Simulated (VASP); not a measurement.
# Ca (Fm-3m) in VASP: further runs

Ca is run at these levels: PBE; tasks: single point, relaxation of cell and atoms.

All numbers are computed with VASP 6.6.1; they aren't measurements. Logs are shortened: lines on timing, memory, paths and dates and some standing lists are left out, and cuts for length are marked.

## Step 1: The cell of the first run

The structure is cubic, space group Fm-3m (No. 225). The conventional cell has a = 5.523 Å, b = 5.523 Å, c = 5.523 Å, α = 90.00°, β = 90.00°, γ = 90.00°. Within 5.1 Å of Ca (site symmetry m-3m) lie 12 Ca at 3.91 Å.

## Step 2: Single point, PBE

The input, INCAR:

```
PREC = Accurate
ENCUT = 500
EDIFF = 1E-6
ISMEAR = 0
SIGMA = 0.02
LREAL = F
LASPH = T
NELM = 120
ALGO = Normal
ISIF = 2
LWAVE = F
LCHARG = F
GGA = PE
NBANDS = 11
GGA_COMPAT = F
```

The input, KPOINTS:

```
regular mesh
0
Gamma
  13 13 13
```

The input, POSCAR:

```
Ca
1.0
    0.0000000000      2.7614665434      2.7614665434
    2.7614665434      0.0000000000      2.7614665434
    2.7614665434      2.7614665434      0.0000000000
Ca
1
Direct
    0.0000000000      0.0000000000      0.0000000000
```

Potentials or basis: VASP PAW PBE potentials, release 64 (Ca_sv).

Started as:

```bash
> cat potpaw_PBE.64/Ca_sv/POTCAR > POTCAR
> mpirun -np 1 vasp_std > vasp.out
```

OUTCAR:

```text
PREC = Accurate
   ENCUT = 500
   EDIFF = 1E-6
   ISMEAR = 0
   LREAL = F
   LASPH = T
   NELM = 120
   ISIF = 2
   GGA = PE

 ion  position               nearest neighbor table
   1  0.000  0.000  0.000-

  LATTYP: Found a face centered cubic cell.
 ALAT       =     5.5229330868

  Lattice vectors:

 A1 = (   0.0000000000,   2.7614665434,   2.7614665434)
 A2 = (   2.7614665434,   0.0000000000,   2.7614665434)
 A3 = (   2.7614665434,   2.7614665434,   0.0000000000)

Analysis of symmetry for initial positions (statically):
=====================================================================
 Subroutine PRICEL returns:
 Original cell was already a primitive cell.

 Routine SETGRP: Setting up the symmetry group for a
 face centered cubic supercell.

 Subroutine GETGRP returns: Found 48 space group operations
 (whereof 48 operations were pure point group operations)
 out of a pool of 48 trial point group operations.

The static configuration has the point symmetry O_h .

Analysis of symmetry for dynamics (positions and initial velocities):
=====================================================================
 Subroutine PRICEL returns:
 Original cell was already a primitive cell.

 Routine SETGRP: Setting up the symmetry group for a
 face centered cubic supercell.

 Subroutine GETGRP returns: Found 48 space group operations
 (whereof 48 operations were pure point group operations)
 out of a pool of 48 trial point group operations.

The dynamic configuration has the point symmetry O_h .

 Subroutine INISYM returns: Found 48 space group operations
 (whereof 48 operations are pure point group operations),
 and found     1 'primitive' translations

----------------------------------------------------------------------------------------

                                     Primitive cell

  volume of cell :      42.1162

  direct lattice vectors                    reciprocal lattice vectors
     0.000000000  2.761466543  2.761466543    -0.181063211  0.181063211  0.181063211
     2.761466543  0.000000000  2.761466543     0.181063211 -0.181063211  0.181063211
     2.761466543  2.761466543  0.000000000     0.181063211  0.181063211 -0.181063211

  length of vectors
     3.905303438  3.905303438  3.905303438     0.313610681  0.313610681  0.313610681

  position of ions in fractional coordinates (direct lattice)
     0.000000000  0.000000000  0.000000000

  ion indices of the primitive-cell ions
   primitive index   ion index
                 1           1

[... 77 lines left out ...]
   ISIF   =      2    stress and relaxation
   ISYM   =      2    0-nonsym 1-usesym 2-fastsym
   POTIM  = 0.5000    time-step for ionic-motion
   TEBEG  =    0.0;   TEEND  =   0.0 temperature during run
   PSTRESS=    0.0 pullay stress
   NELECT =      10.0000    total number of electrons
   NUPDOWN=      -1.0000    fix difference up-down
   EMIN   =  10.00;   EMAX   =-10.00  energy-range for DOS
   EFERMI =   0.00;   METHOD = LEGACY
   ISMEAR =     0;   SIGMA  =   0.02  broadening in eV -4-tet -1-fermi 0-gaus
   EFERMI_NEDOS =   21; number of points for ismear=-14 and -15
   IALGO  =     38    algorithm
   IMIX   =      4    mixing-type and parameters
     AMIX     =   0.40;   BMIX     =  1.00
     AMIX_MAG =   1.60;   BMIX_MAG =  1.00
  volume/ion in A,a.u.               =      42.12       284.21
  Fermi-wavevector in a.u.,A,eV,Ry     =   1.013736  1.915684 13.982184  1.027662
  Thomas-Fermi vector in A             =   2.146923
   LORBIT       =      0    0 simple, 1 ext, 2 COOP (PROOUT), +10 PAW based schemes
   GGA     = PE    functional components
   LHFCALC =     F    Hartree Fock is set to
   AEXX    =    0.0000 exact exchange contribution
   IVDW    =     0    specifies the selected vdW correction
   LEPSILON=     F    determine dielectric tensor
   LRPA    =     F    only Hartree local field effects (RPA)
 non-spin polarized calculation
 Gauss-broadening in eV      SIGMA  =   0.02
  energy-cutoff  :      500.00
  volume of cell :       42.12
 maximum number of plane-waves:      1079
   NGX = 15   NGY = 15   NGZ = 15

 number of electron      10.0000000 magnetization

 number of electron       9.9999999 magnetization

 Free energy of the ion-electron system (eV)
  ---------------------------------------------------
  ext. energy  EPLUGINS =         0.00000000
  ---------------------------------------------------
  free energy    TOTEN  =        -1.92904822 eV

  energy without entropy =       -1.92887005  energy(sigma->0) =       -1.92895913

 E-fermi :   1.9564     XC(G=0):  -7.7423

 val. band max:        1.9476149002   @ k =  -0.3846   0.3846   0.0000
 cond. band min:       1.9914464894   @ k =  -0.4615   0.1538   0.0769
 fundamental gap:      0.0438315892
 Fermi energy:         1.9564012319

 k-point     1 :       0.0000    0.0000    0.0000
  band No.  band energies     occupation
      1     -40.0496      2.00000
      2     -20.9660      2.00000
      3     -20.9660      2.00000
      4     -20.9660      2.00000
      5      -2.0617      2.00000
      6       4.3054      0.00000
      7       4.3054      0.00000
      8       4.3054      0.00000
      9       5.3766      0.00000
     10       5.3766      0.00000
     11      11.0951      0.00000
[... 309 lines left out ...]
 k-point    24 :       0.4615    0.1538    0.0000
  band No.  band energies     occupation
      1     -40.0356      2.00000
      2     -21.0873      2.00000
      3     -21.0002      2.00000
      4     -20.9924      2.00000
      5       0.6922      2.00000
      6       2.3536      0.00000
      7       3.8288      0.00000
      8       4.4879      0.00000
      9       5.9072      0.00000
     10       6.0877      0.00000
     11       7.3864      0.00000

 [... further k-points ...]

------------------------ aborting loop because EDIFF is reached ----------------------------------------

  FORCE on cell =-STRESS in cart. coord.  units (eV):
  Direction    XX          YY          ZZ          XY          YZ          ZX
  --------------------------------------------------------------------------------------
  -------------------------------------------------------------------------------------
  Total        0.0034206      0.0034206      0.0034206      0.0000000      0.0000000      0.0000000
  in kB        0.1301250      0.1301250      0.1301250      0.0000000      0.0000000      0.0000000
  external PRESSURE =       0.1301250 kB  Pullay stress =       0.0000000 kB

 VOLUME and BASIS-vectors are now :
 -----------------------------------------------------------------------------
  energy-cutoff  :      500.00
  volume of cell :       42.12
      direct lattice vectors                 reciprocal lattice vectors
     0.000000000  2.761466543  2.761466543    -0.181063211  0.181063211  0.181063211
     2.761466543  0.000000000  2.761466543     0.181063211 -0.181063211  0.181063211
     2.761466543  2.761466543  0.000000000     0.181063211  0.181063211 -0.181063211

 POSITION                                       TOTAL-FORCE (eV/Angst)
 -----------------------------------------------------------------------------------
      0.00000      0.00000      0.00000         0.000000      0.000000      0.000000
 -----------------------------------------------------------------------------------
    total drift:                               -0.000000     -0.000000     -0.000000

  FREE ENERGIE OF THE ION-ELECTRON SYSTEM (eV)
  ---------------------------------------------------
  free  energy   TOTEN  =        -1.9290482156 eV

  energy  without entropy=       -1.9288700484  energy(sigma->0) =       -1.92895913
```

It took 25 s on 1 thread of Intel Xeon Platinum 8375C at 2.90GHz (Ice Lake), shared host; peak memory 0.17 GiB.

Results:

```
Free energy            : -1.9290 eV
Pressure               : 0.0 GPa
Band gap on the k mesh : zero (bands 5 and 6 overlap by 0.25 eV)
```

Levels at points of the mesh, in eV from the Fermi level:
```
           k point  band 3  band 4  band 5  band 6  band 7  band 8
(0.00, 0.00, 0.00)  -22.92  -22.92   -4.02    2.35    2.35    2.35
```

## Step 3: Relaxation of cell and atoms, PBE

This run uses another cell than the first one, of 43.63 Å³/atom.

The input, INCAR:

```
PREC     = Accurate       # precision mode
ENCUT    = 500            # plane-wave cutoff, eV
EDIFF    = 1E-7           # SCF threshold, eV
ISMEAR   = 0              # smearing method
SIGMA    = 0.02           # smearing width, eV
LREAL    = F              # projectors in reciprocal space
LASPH    = T              # aspherical terms in the spheres
NELM     = 120            # most SCF steps
ALGO     = Normal         # electronic algorithm
ISIF     = 3              # what is computed and relaxed
LWAVE    = F              # write WAVECAR
LCHARG   = F              # write CHGCAR
GGA      = PE             # functional
IBRION   = 2              # ionic algorithm
NSW      = 80             # ionic steps
EDIFFG   = -0.02          # ionic threshold
GGA_COMPAT= F            
NELMIN   = 4
```

KPOINTS is that of step 2.

The input, POSCAR:

```
Ca
1.0
    0.0000000000      2.7942000000      2.7942000000
    2.7942000000      0.0000000000      2.7942000000
    2.7942000000      2.7942000000      0.0000000000
Ca
1
Direct
    0.0000000000      0.0000000000      0.0000000000
```

Potentials or basis: VASP PAW PBE potentials, release 64 (Ca_sv).

Started as:

```bash
> cat potpaw_PBE.64/Ca_sv/POTCAR > POTCAR
> mpirun -np 1 vasp_std > vasp.out
```

It took 1.9 min on 1 thread of Intel Xeon Platinum 8375C at 2.90GHz (Ice Lake), shared host; peak memory 0.19 GiB.

Results (log left out):

| Property | Result |
| --- | --- |
| Free energy | -1.9293 eV |
| Relaxed volume | 42.19 Å³/atom |
| Relaxed cell | a = 3.908 Å, b = 3.908 Å, c = 3.908 Å, α = 60.00°, β = 60.00°, γ = 60.00° |
| Space group after relaxing (to 0.1 Å) | Fm-3m (No. 225) |
| Energy gained by relaxing | 2.6 meV/atom |
| Ionic steps | 3 |
| Pressure after relaxing | 0.0 GPa |
| Band gap on the k mesh | zero (bands 5 and 6 overlap by 0.25 eV) |

Step by step:
```tsv
step	energy change (eV)	largest force (eV/Å)	pressure (GPa)	volume (Å³)
1	0.0000	0.0000	-0.56	43.63
2	-0.0023	0.0000	-0.20	42.68
3	-0.0026	0.0000	0.00	42.19
```

Final structure:
```cif
data_structure
_symmetry_space_group_name_H-M 'P 1'
_symmetry_Int_Tables_number 1
_cell_length_a 3.9075
_cell_length_b 3.9075
_cell_length_c 3.9075
_cell_angle_alpha 60.000
_cell_angle_beta 60.000
_cell_angle_gamma 60.000
_cell_volume 42.19
loop_
_atom_site_label
_atom_site_type_symbol
_atom_site_fract_x
_atom_site_fract_y
_atom_site_fract_z
_atom_site_occupancy
Ca1 Ca 0.00000 0.00000 0.00000 1
```

Levels at points of the mesh, in eV from the Fermi level:
| k point | band 1 | band 2 | band 3 | band 4 | band 5 | band 6 | band 7 | band 8 | band 9 |
| --- | --- | --- | --- | --- | --- | --- | --- | --- | --- |
| (0.00, 0.00, 0.00) | -42.01 | -22.93 | -22.93 | -22.93 | -4.01 | 2.35 | 2.35 | 2.35 | 3.42 |
